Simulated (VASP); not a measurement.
Write the native input for VASP 6.6.1 that does the following.

* Task: single point
* Functional: LDA
* Potentials or basis: VASP PAW LDA potentials, release 64 (Sn_d, Se)
* Cutoff: 520 eV
* k mesh: 6 × 6 × 4
* Occupations: gaussian, width 0.05 eV
* Spin: no spin polarisation
* Dipole correction: no
* Further INCAR settings: ALGO = Normal; EDIFF = 1e-06; NBANDS = 28

The structure of SnSe lies in POSCAR:

```
SnSe
1.0
    4.0642019702      0.0000000000      0.0000000000
    0.0000000000      4.0642019702      0.0000000000
    0.0000000000      0.0000000000     10.9796229033
Sn Se
2 2
Direct
    0.5000000000      0.0000000000      0.3781633345
    0.0000000000      0.5000000000      0.6218366655
    0.5000000000      0.0000000000      0.6217782147
    0.0000000000      0.5000000000      0.3782217853
```

This cell differs from its parent crystal: strain -0.030 along x and y, +0.000 along z.

The input as run:

INCAR

```
SYSTEM = SnSe
ALGO = Normal
EDIFF = 1E-6
ENCUT = 520
GGA = CA
ISIF = 2
ISMEAR = 0
LASPH = .TRUE.
LCHARG = .TRUE.
LELF = .TRUE.
LREAL = .FALSE.
LVHAR = .TRUE.
LWAVE = .FALSE.
NBANDS = 28
NELM = 100
PREC = Accurate
SIGMA = 0.05
```

KPOINTS

```
k-points
0
G
  6 6 4
  0 0 0
```

Potentials or basis: VASP PAW LDA potentials, release 64 (Sn_d, Se).

The run is started by

```console
$ cat potpaw_LDA.64/Sn_d/POTCAR potpaw_LDA.64/Se/POTCAR > POTCAR
$ mpirun -np 1 vasp_std > vasp.out
```

Results of the run:

```
Largest force          : 0.188 eV/Å
Band gap on the k mesh : 1.18 eV (least direct gap 1.42 eV)
```

Caveat: the cell differs from its parent crystal (strain -0.030 along x and y, +0.000 along z); there is no dipole correction, which matters where the two faces differ; spin-orbit coupling is left out, which moves the levels of the heavy elements.

Wall time 92 s on 1 thread of Intel(R) Xeon(R) 6975P-C (Granite Rapids) (shared host), peak memory 0.29 GiB.
